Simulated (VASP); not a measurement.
A run of VASP 6.6.1:

Contents of INCAR:

```
SYSTEM = Li
PREC     = Accurate       ! precision mode
ENCUT    = 520            ! plane-wave cutoff, eV
EDIFF    = 1E-6           ! SCF threshold, eV
ISMEAR   = 0              ! smearing method
SIGMA    = 0.1            ! smearing width, eV
LREAL    = .FALSE.        ! projectors in reciprocal space
LASPH    = .TRUE.         ! aspherical terms in the spheres
NELM     = 100            ! most SCF steps
ALGO     = Fast           ! electronic algorithm
ISIF     = 2              ! what is computed and relaxed
LWAVE    = .FALSE.        ! write WAVECAR
LCHARG   = .FALSE.        ! write CHGCAR
GGA      = PE             ! functional
NBANDS   = 10             ! bands
```

The input KPOINTS:

```
regular mesh
0
G
  12 20 18
  0 0 0
```

The input POSCAR:

```
Li
1.0
    5.0779239194      0.0000000000      0.0000000000
    0.0000000000      2.7140736532      0.0000000000
    0.0000000000      0.0000000000      2.9403245042
Li
2
Direct
    0.7500000000      0.5000000000      0.2499991948
    0.2500000000      0.5000000000      0.7500008052
```

Potentials or basis: VASP PAW PBE potentials, release 64 (Li_sv).

Run with:

```sh
$ cat potpaw_PBE.64/Li_sv/POTCAR > POTCAR
$ mpirun -np 1 vasp_std > vasp.out
```

Hardware: 1 thread of Intel Xeon 6975P-C (shared host).

**Question.** Estimate the wall time of this run.

**Answer.** Run time: 3.1 min on 1 thread of Intel Xeon 6975P-C, with other jobs on the host, peak memory 0.33 GiB. Counts: scf iterations 14, k points 770.
